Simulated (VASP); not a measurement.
Wanted: the native input for a VASP 6.6.1 run.

```
Task                   : single point
Functional             : PBE
Potentials or basis    : VASP PAW PBE potentials, release 64 (H, Se)
Cutoff                 : 520 eV
k mesh                 : 6 × 6 × 12
Occupations            : gaussian, width 0.1 eV
Spin                   : no spin polarisation
Dipole correction      : no
Further INCAR settings : ALGO = Normal; EDIFF = 1e-06; NBANDS = 17
```

The structure of H2Se lies in POSCAR:

```
H2Se
1.0
    5.2990665871      0.0000000000      0.0000000000
    0.0000000000      5.2990665871      0.0000000000
    0.0000000000      0.0000000000      3.0199244581
H Se
4 2
Direct
    0.3679042770      0.3679042770      0.0000000000
    0.1320957230      0.8679042770      0.5000000000
    0.6320957230      0.6320957230      0.0000000000
    0.8679042770      0.1320957230      0.5000000000
    0.0000000000      0.0000000000      0.0000000000
    0.5000000000      0.5000000000      0.5000000000
```

These files were run (other wordings do the same):

INCAR

```
PREC = Accurate
ENCUT = 520
EDIFF = 1E-6
ISMEAR = 0
SIGMA = 0.1
LREAL = False
LASPH = True
NELM = 80
ALGO = Normal
ISIF = 2
LWAVE = False
LCHARG = True
GGA = PE
LELF = True
LVHAR = True
NBANDS = 17
```

KPOINTS

```
regular mesh
0
Gamma
  6 6 12
```

Potentials or basis: VASP PAW PBE potentials, release 64 (H, Se).

Command:

```bash
$ cat potpaw_PBE.64/H/POTCAR potpaw_PBE.64/Se/POTCAR > POTCAR
$ mpirun -np 1 vasp_std > vasp.out
```

Results of the run:

```json
{
 "Pressure": "0.0 GPa",
 "Largest force": "0.013 eV/Å",
 "Band gap on the k mesh": "zero (bands 8 and 9 overlap by 1.88 eV)"
}
```

Run time: 43 s on 1 thread of AMD EPYC 9R45 96-Core Processor (Zen 5), on a shared host, peak memory 0.2 GiB.
